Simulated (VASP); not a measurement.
# As (Fm-3m) in VASP: notebook, part 2 of 2

VASP 6.6.1. The steps go on from the part before.

### 4 Single point, PBE (volume scaled by 0.88)

The input, INCAR:

```
PREC     = Accurate       # precision mode
ENCUT    = 520            # plane-wave cutoff, eV
EDIFF    = 1E-6           # SCF threshold, eV
ISMEAR   = -1             # smearing method
SIGMA    = 0.1            # smearing width, eV
LREAL    = False          # projectors in reciprocal space
LASPH    = True           # aspherical terms in the spheres
NELM     = 80             # most SCF steps
ALGO     = Normal         # electronic algorithm
ISIF     = 2              # what is computed and relaxed
LWAVE    = False          # write WAVECAR
LCHARG   = False          # write CHGCAR
GGA      = PE             # functional
NBANDS   = 8              # bands
```

The input, KPOINTS:

```
regular mesh
0
Gamma
  21 21 21
```

The input, POSCAR:

```
As
1.0
    0.0000000000      2.0416242299      2.0416242299
    2.0416242299      0.0000000000      2.0416242299
    2.0416242299      2.0416242299      0.0000000000
As
1
Direct
    0.0000000000      0.0000000000      0.0000000000
```

Potentials or basis: VASP PAW PBE potentials, release 64 (As).

Started as:

```sh
$ cat potpaw_PBE.64/As/POTCAR > POTCAR
$ mpirun -np 1 vasp_std > vasp.out
```

OUTCAR:

```text
PREC = Accurate
   ENCUT = 520
   EDIFF = 1E-6
   ISMEAR = -1
   LREAL = False
   LASPH = True
   NELM = 80
   ISIF = 2
   GGA = PE

 ion  position               nearest neighbor table
   1  0.000  0.000  0.000-

  LATTYP: Found a face centered cubic cell.
 ALAT       =     4.0832484598

  Lattice vectors:

 A1 = (   0.0000000000,   2.0416242299,   2.0416242299)
 A2 = (   2.0416242299,   0.0000000000,   2.0416242299)
 A3 = (   2.0416242299,   2.0416242299,   0.0000000000)

Analysis of symmetry for initial positions (statically):
=====================================================================
 Subroutine PRICEL returns:
 Original cell was already a primitive cell.

 Routine SETGRP: Setting up the symmetry group for a
 face centered cubic supercell.

 Subroutine GETGRP returns: Found 48 space group operations
 (whereof 48 operations were pure point group operations)
 out of a pool of 48 trial point group operations.

The static configuration has the point symmetry O_h .

Analysis of symmetry for dynamics (positions and initial velocities):
=====================================================================
 Subroutine PRICEL returns:
 Original cell was already a primitive cell.

 Routine SETGRP: Setting up the symmetry group for a
 face centered cubic supercell.

 Subroutine GETGRP returns: Found 48 space group operations
 (whereof 48 operations were pure point group operations)
 out of a pool of 48 trial point group operations.

The dynamic configuration has the point symmetry O_h .

 Subroutine INISYM returns: Found 48 space group operations
 (whereof 48 operations are pure point group operations),
 and found     1 'primitive' translations

----------------------------------------------------------------------------------------

[... 109 lines left out ...]
     AMIX     =   0.40;   BMIX     =  1.00
     AMIX_MAG =   1.60;   BMIX_MAG =  1.00
  volume/ion in A,a.u.               =      17.02       114.86
  Fermi-wavevector in a.u.,A,eV,Ry     =   1.088293  2.056575 16.114480  1.184381
  Thomas-Fermi vector in A             =   2.224471
   LORBIT       =      0    0 simple, 1 ext, 2 COOP (PROOUT), +10 PAW based schemes
   GGA     = PE    functional components
   LHFCALC =     F    Hartree Fock is set to
   AEXX    =    0.0000 exact exchange contribution
   IVDW    =     0    specifies the selected vdW correction
   LEPSILON=     F    determine dielectric tensor
   LRPA    =     F    only Hartree local field effects (RPA)
 non-spin polarized calculation
  energy-cutoff  :      520.00
  volume of cell :       17.02
 maximum number of plane-waves:       473
 NGX is ok and might be reduce to    24
   NGX = 11   NGY = 11   NGZ = 11

 number of electron       5.0000000 magnetization

 Free energy of the ion-electron system (eV)
  ---------------------------------------------------
  ext. energy  EPLUGINS =         0.00000000
  ---------------------------------------------------
  free energy    TOTEN  =        -4.05191973 eV

  energy without entropy =       -4.03493680  energy(sigma->0) =       -4.04342826

 E-fermi :   7.9225     XC(G=0): -11.2797

 val. band max:        7.9189580582   @ k =  -0.4762   0.3810   0.0952
 cond. band min:       7.9276053661   @ k =  -0.4286   0.3810   0.0952
 fundamental gap:      0.0086473079
 Fermi energy:         7.9224808249

 k-point     1 :       0.0000    0.0000    0.0000
  band No.  band energies     occupation
      1      -8.3326      2.00000
      2      14.5980      0.00000
      3      14.5980      0.00000
      4      14.5980      0.00000
      5      20.7002      0.00000
      6      20.7002      0.00000
      7      20.7002      0.00000
      8      23.0678      0.00000
[... 243 lines left out ...]
 k-point    24 :      -0.3810    0.0476    0.0000
  band No.  band energies     occupation
      1      -4.3791      2.00000
      2       2.1149      2.00000
      3      11.9694      0.00000
      4      12.8476      0.00000
      5      18.8972      0.00000
      6      19.5441      0.00000
      7      19.8321      0.00000
      8      23.1534      0.00000

 [... further k-points ...]

------------------------ aborting loop because EDIFF is reached ----------------------------------------

  FORCE on cell =-STRESS in cart. coord.  units (eV):
  Direction    XX          YY          ZZ          XY          YZ          ZX
  --------------------------------------------------------------------------------------
  -------------------------------------------------------------------------------------
  Total        1.4304465      1.4304465      1.4304465     -0.0000000     -0.0000000      0.0000000
  in kB      134.6557092    134.6557092    134.6557092     -0.0000000     -0.0000000      0.0000000
  external PRESSURE =     134.6557092 kB  Pullay stress =       0.0000000 kB

 VOLUME and BASIS-vectors are now :
 -----------------------------------------------------------------------------
  energy-cutoff  :      520.00
  volume of cell :       17.02
      direct lattice vectors                 reciprocal lattice vectors
     0.000000000  2.041624230  2.041624230    -0.244903050  0.244903050  0.244903050
     2.041624230  0.000000000  2.041624230     0.244903050 -0.244903050  0.244903050
     2.041624230  2.041624230  0.000000000     0.244903050  0.244903050 -0.244903050

 POSITION                                       TOTAL-FORCE (eV/Angst)
 -----------------------------------------------------------------------------------
      0.00000      0.00000      0.00000         0.000000      0.000000      0.000000
 -----------------------------------------------------------------------------------
    total drift:                               -0.000000      0.000000      0.000000

  FREE ENERGIE OF THE ION-ELECTRON SYSTEM (eV)
  ---------------------------------------------------
  free  energy   TOTEN  =        -4.0519197262 eV

  energy  without entropy=       -4.0349367981  energy(sigma->0) =       -4.04342826
```

OSZICAR:

```text
N       E                     dE             d eps       ncg     rms          rms(c)
DAV:   1     0.220221863891E+01    0.22022E+01   -0.22300E+03  4600   0.483E+02
DAV:   2    -0.400331695139E+01   -0.62055E+01   -0.59554E+01  6384   0.494E+01
DAV:   3    -0.405746100292E+01   -0.54144E-01   -0.54013E-01  5128   0.491E+00
DAV:   4    -0.405748823930E+01   -0.27236E-04   -0.27237E-04  7312   0.130E-01
DAV:   5    -0.405748824226E+01   -0.29546E-08   -0.30772E-08  5280   0.856E-04    0.239E+00
DAV:   6    -0.405383484270E+01    0.36534E-02   -0.12517E-03  5768   0.188E-01    0.141E+00
DAV:   7    -0.405191654873E+01    0.19183E-02   -0.25777E-03  5056   0.269E-01    0.371E-02
DAV:   8    -0.405191988743E+01   -0.33387E-05   -0.23516E-05  5960   0.400E-02    0.689E-03
DAV:   9    -0.405191972620E+01    0.16123E-06   -0.34082E-07  6048   0.441E-03
   1 F= -.40519197E+01 E0= -.40434283E+01  d E =-.169829E-01
```

stdout:

```text
POSCAR found type information on POSCAR As
 POSCAR found :  1 types and       1 ions
 scaLAPACK will be used
 LDA part: xc-table for (Slater+PW92), standard interpolation
 POSCAR, INCAR and KPOINTS ok, starting setup
 FFT: planning ... GRIDC
 FFT: planning ... GRID_SOFT
 FFT: planning ... GRID
 WAVECAR not read
 entering main loop
```

It took 28 s on 1 thread of Intel Xeon 8259CL, shared host; peak memory 0.16 GiB.

Results:

* Free energy: -4.0519 eV
* Pressure: 13.5 GPa

Levels at points of the mesh, in eV from the Fermi level:
```tsv
k point	band 1	band 2	band 3	band 4	band 5
(0.00, 0.00, 0.00)	-16.26	6.68	6.68	6.68	12.78
```

### 5 The runs side by side

| task | cell | k mesh | cutoff (eV) | gap on the mesh (eV) | pressure (GPa) |
| --- | --- | --- | --- | --- | --- |
| single point | a = 3.013 Å, angles 60.0°, 1 atom | 13 × 13 × 13 | 520 | none | 0.1 |
| relaxation of cell and atoms | relaxed from a = 2.958 Å, angles 60.0°, 1 atom | 13 × 13 × 13 | 600 | none | 0.0 |
| single point | a = 2.887 Å, angles 60.0°, 1 atom | 21 × 21 × 21 | 520 | none | 13.5 |

Alike in all rows: level PBE; potentials or basis VASP PAW PBE potentials, release 64 (As); no spin polarisation; smearing fermi-dirac 0.1 eV.

Total energies depend on the potentials used, so only differences within one code and one set of settings carry meaning.
